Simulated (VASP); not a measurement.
Here is a VASP 6.6.1 calculation.

The input INCAR:

```
PREC = Accurate
ENCUT = 520
EDIFF = 1E-6
ISMEAR = 0
SIGMA = 0.05
LREAL = False
LASPH = True
NELM = 100
ALGO = Normal
ISIF = 2
LWAVE = False
LCHARG = True
GGA = CA
LELF = True
LVHAR = True
NBANDS = 12
```

The input KPOINTS:

```
Automatic mesh
0
Gamma
  10 10 10
```

POSCAR

```
LiF
1.0
    2.4955446750      0.0000000000      0.0000000000
    0.0000000000      2.4955446750      0.0000000000
    0.0000000000      0.0000000000      2.4315563500
Li F
1 1
Direct
    0.0000000000      0.0000000000      0.0000000000
    0.5000000000      0.5000000000      0.5000000000
```

Potentials or basis: VASP PAW LDA potentials, release 64 (Li_sv, F).

Command:

```bash
$ cat potpaw_LDA.64/Li_sv/POTCAR potpaw_LDA.64/F/POTCAR > POTCAR
$ mpirun -np 1 vasp_std > vasp.out
```

(1) Predict the band gap on the k mesh.

## Answers

(1) 8.05 eV (least direct gap 8.77 eV).

Caveat: the cell differs from its parent crystal (strain -0.025 along x and y, -0.050 along z).
